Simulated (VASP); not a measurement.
# C (R-3m) in VASP: a series of runs, part 2 of 2

VASP 6.6.1.

## (3) Single point, LDA (10.69 Å³/atom)

This run uses another cell than the first one, of 10.69 Å³/atom.

Input file INCAR:

```
PREC = Accurate
ENCUT = 520
EDIFF = 1E-7
ISMEAR = -1
SIGMA = 0.05
LREAL = False
LASPH = True
NELM = 60
ALGO = Normal
ISIF = 2
LWAVE = False
LCHARG = False
GGA = CA
NBANDS = 16
```

Input file KPOINTS:

```
regular mesh
0
Gamma
  12 12 12
```

Input file POSCAR:

```
C
1.0
    1.2249114179      0.7072029369      8.2270254061
   -1.2249114179      0.7072029369      8.2270254061
    0.0000000000     -1.4144058737      8.2270254061
C
4
Direct
    0.0871730800      0.0871730800      0.0871730800
    0.7538500600      0.7538500600      0.7538500600
    0.2461499400      0.2461499400      0.2461499400
    0.9128269200      0.9128269200      0.9128269200
```

Potentials or basis: VASP PAW LDA potentials, release 64 (C).

Command:

```console
$ cat potpaw_LDA.64/C/POTCAR > POTCAR
$ mpirun -np 1 vasp_std > vasp.out
```

OUTCAR:

```text
PREC = Accurate
   ENCUT = 520
   EDIFF = 1E-7
   ISMEAR = -1
   LREAL = False
   LASPH = True
   NELM = 60
   ISIF = 2
   GGA = CA

 ion  position               nearest neighbor table
   1  0.087  0.087  0.087-   2 1.41   2 1.41   2 1.41
   2  0.754  0.754  0.754-   1 1.41   1 1.41   1 1.41
   3  0.246  0.246  0.246-   4 1.41   4 1.41   4 1.41
   4  0.913  0.913  0.913-   3 1.41   3 1.41   3 1.41

  LATTYP: Found a trigonal (rhomboedric) cell.
 ALAT       =     8.3477237022
 COS(alpha) =     0.9569371044

  Lattice vectors:

 A1 = (   1.2249114179,   0.7072029369,   8.2270254061)
 A2 = (  -1.2249114179,   0.7072029369,   8.2270254061)
 A3 = (   0.0000000000,  -1.4144058737,   8.2270254061)

Analysis of symmetry for initial positions (statically):
=====================================================================
 Subroutine PRICEL returns:
 Original cell was already a primitive cell.

 Routine SETGRP: Setting up the symmetry group for a
 trigonal (rhombohedral) supercell.

[... 169 lines left out ...]

 E-fermi :   3.0072     XC(G=0):  -9.4423

 val. band max:        2.9074493458   @ k =  -0.3333   0.3333   0.0000
 cond. band min:       3.1057038429   @ k =  -0.3333   0.3333   0.0000
 fundamental gap:      0.1982544972
 Fermi energy:         3.0072332672

 k-point     1 :       0.0000    0.0000    0.0000
  band No.  band energies     occupation
      1     -16.4742      2.00000
      2     -16.4135      2.00000
      3      -5.0960      2.00000
      4      -4.4225      2.00000
      5      -0.0216      2.00000
      6      -0.0216      2.00000
[... 433 lines left out ...]
      3      -9.8522      2.00000
      4      -9.8258      2.00000
      5      -5.2657      2.00000
      6      -5.2576      2.00000
[... 8 lines left out ...]
     15      14.1703      0.00000
     16      15.9596      0.00000

 [... further k-points ...]

------------------------ aborting loop because EDIFF is reached ----------------------------------------

  FORCE on cell =-STRESS in cart. coord.  units (eV):
  Direction    XX          YY          ZZ          XY          YZ          ZX
  --------------------------------------------------------------------------------------
  -------------------------------------------------------------------------------------
  Total       -0.2548651     -0.2548651     -0.2887880      0.0000000     -0.0000000      0.0000000
  in kB       -9.5494461     -9.5494461    -10.8204892      0.0000000     -0.0000000      0.0000000
  external PRESSURE =      -9.9731271 kB  Pullay stress =       0.0000000 kB

 VOLUME and BASIS-vectors are now :
 -----------------------------------------------------------------------------
  energy-cutoff  :      520.00
  volume of cell :       42.76
      direct lattice vectors                 reciprocal lattice vectors
     1.224911418  0.707202937  8.227025406     0.408192783  0.235670213  0.040516872
    -1.224911418  0.707202937  8.227025406    -0.408192783  0.235670213  0.040516872
     0.000000000 -1.414405874  8.227025406     0.000000000 -0.471340426  0.040516872

 POSITION                                       TOTAL-FORCE (eV/Angst)
 -----------------------------------------------------------------------------------
      0.00000      0.00000      2.15153         0.000000      0.000000      0.008793
      0.00000      0.00000     18.60583         0.000000      0.000000      0.001382
      0.00000      0.00000      6.07525         0.000000     -0.000000     -0.001382
      0.00000      0.00000     22.52955         0.000000     -0.000000     -0.008793
 -----------------------------------------------------------------------------------
    total drift:                               -0.000000     -0.000000      0.000000

  FREE ENERGIE OF THE ION-ELECTRON SYSTEM (eV)
  ---------------------------------------------------
  free  energy   TOTEN  =       -40.3813651045 eV

  energy  without entropy=      -40.3798986910  energy(sigma->0) =      -40.38063190
```

stdout:

```text
POSCAR found type information on POSCAR C
 POSCAR found :  1 types and       4 ions
 scaLAPACK will be used
 LDA part: xc-table for (Slater(with rela. corr.)+CA(PZ))
 , standard interpolation
 POSCAR, INCAR and KPOINTS ok, starting setup
 FFT: planning ... GRIDC
 FFT: planning ... GRID_SOFT
 FFT: planning ... GRID
 WAVECAR not read
 entering main loop
```

Run time: 13 min. Hardware: 1 thread of AMD EPYC 9R45 (Zen 5), shared host; peak memory 0.39 GiB.

What came out:

* Free energy: -40.3814 eV
* Pressure: -1.0 GPa
* Largest force: 0.009 eV/Å

Forces on the atoms (eV/Å):
```
C    0.000  0.000  0.009
C    0.000  0.000  0.001
C    0.000  0.000 -0.001
C    0.000  0.000 -0.009
```

Stress tensor (GPa, compression positive):
```
-0.95  0.00  0.00
 0.00 -0.95  0.00
 0.00  0.00 -1.08
```

## (4) Single point, LDA (10.91 Å³/atom)

This run uses another cell than the first one, of 10.91 Å³/atom.

Input file INCAR:

```
SYSTEM = C
PREC = Accurate
ENCUT = 520
EDIFF = 1E-6
ISMEAR = -1
SIGMA = 0.05
LREAL = .FALSE.
LASPH = .TRUE.
NELM = 100
ALGO = Normal
ISIF = 2
LWAVE = .FALSE.
LCHARG = .FALSE.
NBANDS = 16
```

Input file KPOINTS:

```
Automatic mesh
0
G
  12 12 12
  0 0 0
```

Input file POSCAR:

```
C
1.0
    1.2331880975      0.7119814801      8.2826151019
   -1.2331880975      0.7119814801      8.2826151019
    0.0000000000     -1.4239629601      8.2826151019
C
4
Direct
    0.0871730800      0.0871730800      0.0871730800
    0.7538500600      0.7538500600      0.7538500600
    0.2461499400      0.2461499400      0.2461499400
    0.9128269200      0.9128269200      0.9128269200
```

Command:

```console
$ cat potpaw_LDA.64/C/POTCAR > POTCAR
$ mpirun -np 1 vasp_std > vasp.out
```

Wall time 12 min (1 thread of AMD EPYC 9R45 (Zen 5), shared host); peak memory 0.39 GiB.

Results (log left out):

```
Free energy   : -40.3642 eV
Pressure      : -5.5 GPa
Largest force : 0.009 eV/Å
```

Forces in eV/Å, atoms in the order of the input:
```
C    0.000  0.000  0.009
C    0.000  0.000  0.002
C    0.000  0.000 -0.002
C    0.000  0.000 -0.009
```

Stress tensor (GPa, compression positive):
```
-7.72  0.00  0.00
 0.00 -7.72  0.00
 0.00  0.00 -1.05
```

Caveat: the stress differs along the axes, from -8 to -1 GPa.

## (5) The runs side by side

```tsv
cell	pressure (GPa)	largest force (eV/Å)
a = 8.291 Å, angles 16.9°, 4 atoms	3.9	0.01
a = 8.348 Å, angles 16.9°, 4 atoms	-1.0	0.01
a = 8.404 Å, angles 16.9°, 4 atoms	-5.5	0.01
```

Alike in all rows: task single point; level LDA; potentials or basis VASP PAW LDA potentials, release 64 (C); no spin polarisation; k mesh 12 × 12 × 12; cutoff (eV) 520; smearing fermi-dirac 0.05 eV.

Caveats: the stress differs along the axes, from -1 to 6 GPa (at least some runs); the stress differs along the axes, from -8 to -1 GPa (at least some runs).

Total energies depend on the potentials used, so only differences within one code and one set of settings carry meaning.
